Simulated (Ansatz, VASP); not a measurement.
Cu in VASP and in Ansatz

```xyz
2
Lattice="-1.7447 1.4369 1.2793 1.4369 -1.7447 1.2793 3.2620 3.2620 -1.8432" Properties=species:S:1:pos:R:3 pbc="T T T"
Cu   -1.6133    1.3054    1.2793
Cu    0.5502    2.4039    0.3577
```

Alike in both runs: task single point; functional r2SCAN; k mesh 18 × 18 × 9; occupations fermi-dirac, width 0.1 eV; no spin polarisation.

```csv
,VASP,Ansatz
version,VASP 6.6.1,Ansatz 0.2.0
potentials or method,"VASP PAW PBE potentials, release 64 (Cu), cutoff 520 eV","plane waves (500 eV) with PAW, scalar-relativistic"
valence electrons in the cell,22,38
```

|  | VASP | Ansatz | Ansatz less VASP |
| --- | --- | --- | --- |
| pressure (GPa) | -9.7 | -10.2 | -0.56 |
| traceless stress, the component that is largest in VASP (GPa) | 0.32 | 0.28 | -0.033 |

VASP's potentials were made for PBE, not for r2SCAN. VASP's potentials hold 22 valence electrons a cell and Ansatz's 38, so a difference there can come from the potentials and not from the codes.
